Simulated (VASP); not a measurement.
# SnSe (Fm-3m) in VASP: further runs

Runs on SnSe. Level: PBEsol. Tasks: single point.

All numbers are computed with VASP 6.6.1; they aren't measurements. Logs are shortened: lines on timing, memory, paths and dates and some standing lists are left out, and cuts for length are marked.

### 1 The cell of the first run

The structure is cubic, space group Fm-3m (No. 225). Conventional cell: a = 6.020 Å, b = 6.020 Å, c = 6.020 Å, α = 90.00°, β = 90.00°, γ = 90.00°. Sn (site symmetry m-3m) has 6 Se at 3.01 Å within 4.0 Å. Se (site symmetry m-3m) has 6 Sn at 3.01 Å within 4.0 Å.

### 2 Single point, PBEsol

INCAR reads:

```
SYSTEM = SnSe
PREC = Accurate
ENCUT = 520
EDIFF = 1E-6
ISMEAR = 0
SIGMA = 0.01
LREAL = .FALSE.
LASPH = .TRUE.
NELM = 60
ALGO = Normal
ISIF = 2
LWAVE = .FALSE.
LCHARG = .FALSE.
GGA = PS
NBANDS = 17
```

KPOINTS reads:

```
Automatic mesh
0
G
  2 2 2
  0 0 0
```

POSCAR reads:

```
SnSe
1.0
    0.0000000000      3.0100000000      3.0100000000
    3.0100000000      0.0000000000      3.0100000000
    3.0100000000      3.0100000000      0.0000000000
Sn Se
1 1
Direct
    0.0000000000      0.0000000000      0.0000000000
    0.5000000000      0.5000000000      0.5000000000
```

Potentials or basis: VASP PAW PBE potentials, release 64 (Sn_d, Se).

Started as:

```
> cat potpaw_PBE.64/Sn_d/POTCAR potpaw_PBE.64/Se/POTCAR > POTCAR
> mpirun -np 1 vasp_std > vasp.out
```

OUTCAR:

```text
SYSTEM = SnSe
   PREC = Accurate
   ENCUT = 520
   EDIFF = 1E-6
   ISMEAR = 0
   LREAL = .FALSE.
   LASPH = .TRUE.
   NELM = 60
   ISIF = 2
   GGA = PS

 ion  position               nearest neighbor table
   1  0.000  0.000  0.000-   2 3.01   2 3.01   2 3.01   2 3.01   2 3.01   2 3.01
   2  0.500  0.500  0.500-   1 3.01   1 3.01   1 3.01   1 3.01   1 3.01   1 3.01

  LATTYP: Found a face centered cubic cell.
 ALAT       =     6.0200000000

  Lattice vectors:

 A1 = (   0.0000000000,   3.0100000000,   3.0100000000)
 A2 = (   3.0100000000,   0.0000000000,   3.0100000000)
 A3 = (   3.0100000000,   3.0100000000,   0.0000000000)

Analysis of symmetry for initial positions (statically):
=====================================================================
 Subroutine PRICEL returns:
 Original cell was already a primitive cell.

 Routine SETGRP: Setting up the symmetry group for a
 face centered cubic supercell.

 Subroutine GETGRP returns: Found 48 space group operations
 (whereof 48 operations were pure point group operations)
 out of a pool of 48 trial point group operations.

The static configuration has the point symmetry O_h .

Analysis of symmetry for dynamics (positions and initial velocities):
=====================================================================
 Subroutine PRICEL returns:
 Original cell was already a primitive cell.

 Routine SETGRP: Setting up the symmetry group for a
 face centered cubic supercell.

 Subroutine GETGRP returns: Found 48 space group operations
 (whereof 48 operations were pure point group operations)
 out of a pool of 48 trial point group operations.

The dynamic configuration has the point symmetry O_h .

 Subroutine INISYM returns: Found 48 space group operations
 (whereof 48 operations are pure point group operations),
 and found     1 'primitive' translations

----------------------------------------------------------------------------------------

                                     Primitive cell

  volume of cell :      54.5418

  direct lattice vectors                    reciprocal lattice vectors
     0.000000000  3.010000000  3.010000000    -0.166112957  0.166112957  0.166112957
     3.010000000  0.000000000  3.010000000     0.166112957 -0.166112957  0.166112957
     3.010000000  3.010000000  0.000000000     0.166112957  0.166112957 -0.166112957

  length of vectors
     4.256782823  4.256782823  4.256782823     0.287716081  0.287716081  0.287716081

  position of ions in fractional coordinates (direct lattice)
[... 57 lines left out ...]
   EDIFF  = 0.1E-05   stopping-criterion for ELM
   LREAL  =      F    real-space projection
   EDIFFG = 0.1E-04   stopping-criterion for IOM
   NSW    =      0    number of steps for IOM
   IBRION =     -1    ionic relax: 0-MD 1-quasi-New 2-CG
   NFREE  =      0    steps in history (QN), initial steepest desc. (CG)
   ISIF   =      2    stress and relaxation
   ISYM   =      2    0-nonsym 1-usesym 2-fastsym
   POTIM  = 0.5000    time-step for ionic-motion
   TEBEG  =    0.0;   TEEND  =   0.0 temperature during run
   PSTRESS=    0.0 pullay stress
   NELECT =      20.0000    total number of electrons
   NUPDOWN=      -1.0000    fix difference up-down
   EMIN   =  10.00;   EMAX   =-10.00  energy-range for DOS
   EFERMI =   0.00;   METHOD = LEGACY
   ISMEAR =     0;   SIGMA  =   0.01  broadening in eV -4-tet -1-fermi 0-gaus
   EFERMI_NEDOS =   21; number of points for ismear=-14 and -15
   IALGO  =     38    algorithm
   IMIX   =      4    mixing-type and parameters
     AMIX     =   0.40;   BMIX     =  1.00
     AMIX_MAG =   1.60;   BMIX_MAG =  1.00
  volume/ion in A,a.u.               =      27.27       184.03
  Fermi-wavevector in a.u.,A,eV,Ry     =   1.171768  2.214321 18.681350  1.373040
  Thomas-Fermi vector in A             =   2.308207
   LORBIT       =      0    0 simple, 1 ext, 2 COOP (PROOUT), +10 PAW based schemes
   GGA     = PS    functional components
   LHFCALC =     F    Hartree Fock is set to
   AEXX    =    0.0000 exact exchange contribution
   IVDW    =     0    specifies the selected vdW correction
   LEPSILON=     F    determine dielectric tensor
   LRPA    =     F    only Hartree local field effects (RPA)
 non-spin polarized calculation
 Gauss-broadening in eV      SIGMA  =   0.01
  energy-cutoff  :      520.00
  volume of cell :       54.54
 maximum number of plane-waves:      1476
 NGX is ok and might be reduce to    32
   NGX = 15   NGY = 15   NGZ = 15

 number of electron      20.0000005 magnetization

 Free energy of the ion-electron system (eV)
  ---------------------------------------------------
  ext. energy  EPLUGINS =         0.00000000
  ---------------------------------------------------
  free energy    TOTEN  =        -7.81056447 eV

  energy without entropy =       -7.81056447  energy(sigma->0) =       -7.81056447

 E-fermi :   5.3288     XC(G=0):  -9.8484

 val. band max:        5.2485020414   @ k =   0.5000   0.0000   0.0000
 cond. band min:       5.9254057610   @ k =   0.5000   0.0000   0.0000
 fundamental gap:      0.6769037196
 Fermi energy:         5.3287887589

 k-point     1 :       0.0000    0.0000    0.0000
  band No.  band energies     occupation
      1     -16.6088      2.00000
      2     -16.6088      2.00000
      3     -16.6056      2.00000
      4     -16.6056      2.00000
      5     -16.6056      2.00000
      6      -8.4221      2.00000
[... 37 lines left out ...]
      4     -16.5887      2.00000
      5     -16.5887      2.00000
      6      -7.1666      2.00000
[... 9 lines left out ...]
     16      16.9126      0.00000
     17      18.0671      0.00000

------------------------ aborting loop because EDIFF is reached ----------------------------------------

  FORCE on cell =-STRESS in cart. coord.  units (eV):
  Direction    XX          YY          ZZ          XY          YZ          ZX
  --------------------------------------------------------------------------------------
  -------------------------------------------------------------------------------------
  Total       -1.1136894     -1.1136894     -1.1136894     -0.0000000     -0.0000000     -0.0000000
  in kB      -32.7148692    -32.7148692    -32.7148692     -0.0000000     -0.0000000     -0.0000000
  external PRESSURE =     -32.7148692 kB  Pullay stress =       0.0000000 kB

 VOLUME and BASIS-vectors are now :
 -----------------------------------------------------------------------------
  energy-cutoff  :      520.00
  volume of cell :       54.54
      direct lattice vectors                 reciprocal lattice vectors
     0.000000000  3.010000000  3.010000000    -0.166112957  0.166112957  0.166112957
     3.010000000  0.000000000  3.010000000     0.166112957 -0.166112957  0.166112957
     3.010000000  3.010000000  0.000000000     0.166112957  0.166112957 -0.166112957

 POSITION                                       TOTAL-FORCE (eV/Angst)
 -----------------------------------------------------------------------------------
      0.00000      0.00000      0.00000         0.000000      0.000000      0.000000
      3.01000      3.01000      3.01000         0.000000     -0.000000     -0.000000
 -----------------------------------------------------------------------------------
    total drift:                                0.000000     -0.000000     -0.000000

  FREE ENERGIE OF THE ION-ELECTRON SYSTEM (eV)
  ---------------------------------------------------
  free  energy   TOTEN  =        -7.8105644658 eV

  energy  without entropy=       -7.8105644658  energy(sigma->0) =       -7.81056447
```

stdout:

```text
POSCAR found type information on POSCAR SnSe
 POSCAR found :  2 types and       2 ions
 scaLAPACK will be used
 -----------------------------------------------------------------------------
|                                                                             |
|                                                                             |
|     You enforced a specific xc type in the INCAR file but a different       |
|     I HOPE YOU KNOW WHAT YOU ARE DOING!                                     |
|                                                                             |
 -----------------------------------------------------------------------------

 LDA part: xc-table for (Slater+PW92), standard interpolation
 POSCAR, INCAR and KPOINTS ok, starting setup
 FFT: planning ... GRIDC
 FFT: planning ... GRID_SOFT
 FFT: planning ... GRID
 WAVECAR not read
 entering main loop
```

It took 3.6 s on 1 thread of Intel Xeon 6975P-C, shared host; peak memory 0.17 GiB.

Results:

| Quantity | Value |
| --- | --- |
| Free energy | -7.8106 eV |
| Pressure | -3.3 GPa |
| Band gap on the k mesh | 0.68 eV, direct |

Levels at points of the mesh, in eV from the valence-band top:
```
           k point  band 8  band 9  band 10  band 11  band 12  band 13
(0.00, 0.00, 0.00)   -1.98   -1.98    -1.98     4.31     4.31     4.31
(0.50, 0.00, 0.00)   -1.71   -1.71     0.00     0.68     1.24     1.24
(0.50, 0.50, 0.00)   -5.35   -3.47    -3.47     3.06     5.40     5.40
```

Caveat: the k points lie up to 0.90 Å⁻¹ apart; the PAW data sets were made with another functional, which shifts forces and pressure a little; spin-orbit coupling is left out, which moves the levels of the heavy elements. A k mesh can miss the band edges.

### 3 Single point, PBEsol

INCAR reads:

```
  PREC = Accurate
  ENCUT = 520
  EDIFF = 1E-7
  ISMEAR = 0
  SIGMA = 0.01
  LREAL = F
  LASPH = T
  NELM = 100
  ALGO = Normal
  ISIF = 2
  LWAVE = F
  LCHARG = F
  GGA = PS
  NBANDS = 17
```

KPOINTS reads:

```
Automatic mesh
0
Gamma
  8 8 8
```

POSCAR is that of step 2.

Potentials or basis: VASP PAW PBE potentials, release 64 (Sn_d, Se).

Started as:

```
> cat potpaw_PBE.64/Sn_d/POTCAR potpaw_PBE.64/Se/POTCAR > POTCAR
> mpirun -np 1 vasp_std > vasp.out
```

Wall time 9.7 s (1 thread of Intel Xeon 6975P-C, shared host); peak memory 0.19 GiB.

Results (log left out):

```
Free energy            : -8.9739 eV
Pressure               : -1.9 GPa
Band gap on the k mesh : 0.65 eV, direct
```

Levels at points of the mesh, in eV from the valence-band top:
```tsv
k point	band 8	band 9	band 10	band 11	band 12	band 13
(0.00, 0.00, 0.00)	-2.10	-2.10	-2.10	4.37	4.37	4.37
(0.50, 0.00, 0.00)	-1.85	-1.85	0.00	0.65	1.30	1.30
(0.50, 0.50, 0.00)	-5.42	-3.56	-3.56	3.01	5.41	5.41
```

Caveat: the PAW data sets were made with another functional, which shifts forces and pressure a little; spin-orbit coupling is left out, which moves the levels of the heavy elements.
